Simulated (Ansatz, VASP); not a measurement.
## One calculation of Bi2H3, two programs

INCAR

```
SYSTEM = Bi2H3
PREC     = Accurate       ! precision mode
ENCUT    = 600            ! plane-wave cutoff, eV
EDIFF    = 1E-6           ! SCF threshold, eV
ISMEAR   = 0              ! smearing method
SIGMA    = 0.1            ! smearing width, eV
LREAL    = .False.        ! projectors in reciprocal space
LASPH    = .True.         ! aspherical terms in the spheres
NELM     = 80             ! most SCF steps
ALGO     = Normal         ! electronic algorithm
ISIF     = 3              ! what is computed and relaxed
LWAVE    = .False.        ! write WAVECAR
LCHARG   = .False.        ! write CHGCAR
GGA      = PE             ! functional
IBRION   = 2              ! ionic algorithm
NSW      = 100            ! ionic steps
EDIFFG   = -0.01          ! ionic threshold
```

The input KPOINTS:

```
regular mesh
0
Gamma
  10 10 6
  0 0 0
```

Contents of POSCAR:

```
Bi2H3
1.0
    2.4374709970     -2.9292709291      0.0000000000
    2.4374709970      2.9292709291      0.0000000000
    0.0000000000      0.0000000000      6.5419080427
Bi H
2 3
Direct
    0.5000000000      0.5000000000      0.0000000000
    0.5000000000      0.5000000000      0.5000000000
    0.9153460533      0.9153460533      0.0000000000
    0.0846539467      0.0846539467      0.0000000000
    0.0000000000      0.0000000000      0.5000000000
```

Input for Ansatz:

```yaml
crystal:
  lattice:
    - [2.437470997, -2.9292709291, 0.0]
    - [2.437470997, 2.9292709291, 0.0]
    - [0.0, 0.0, 6.5419080427]
  atoms:
    - { symbol: Bi, position: [0.5, 0.5, 0.0] }
    - { symbol: Bi, position: [0.5, 0.5, 0.5] }
    - { symbol: H, position: [0.9153460533, 0.9153460533, 0.0] }
    - { symbol: H, position: [0.0846539467, 0.0846539467, 0.0] }
    - { symbol: H, position: [0.0, 0.0, 0.5] }
basis:
  ecutwfc: 420
kpoints:
  mp_grid: { grid: [10, 10, 6] }
hamiltonian:
  xc: pbe
scf:
  occupations: { method: gaussian, width: 0.1 }
output:
  forces: true
  stress: true
  eigenvalues: true
relax:
  adjacent_minimum: "off"
  f_tol: 0.01
  max_steps: 80
  cell: { stress_tol: 0.05 }
```

Alike in both runs: task relaxation of cell and atoms; functional PBE; k mesh 10 × 10 × 6; occupations gaussian, width 0.1 eV; no spin polarisation.

|  | VASP | Ansatz |
| --- | --- | --- |
| version | VASP 6.6.1 | Ansatz 0.2.0 |
| potentials or method | VASP PAW PBE potentials, release 64 (Bi_d, H), cutoff 600 eV | scalar-relativistic, plane waves, PAW |
| valence electrons in the cell | 33 | 33 |

```csv
,VASP,Ansatz,Ansatz less VASP
"gap on the k mesh at the Fermi level, each at its own relaxed structure (eV)",none,none,-
relaxed volume (Å³/atom),17.83,17.87,+0.041
relaxed cell length with the largest relative difference (Å),3.699,3.704,+0.0044
```

A gap of «none» marks a metal or a gap that the smearing closes.

Spin-orbit coupling is off throughout.
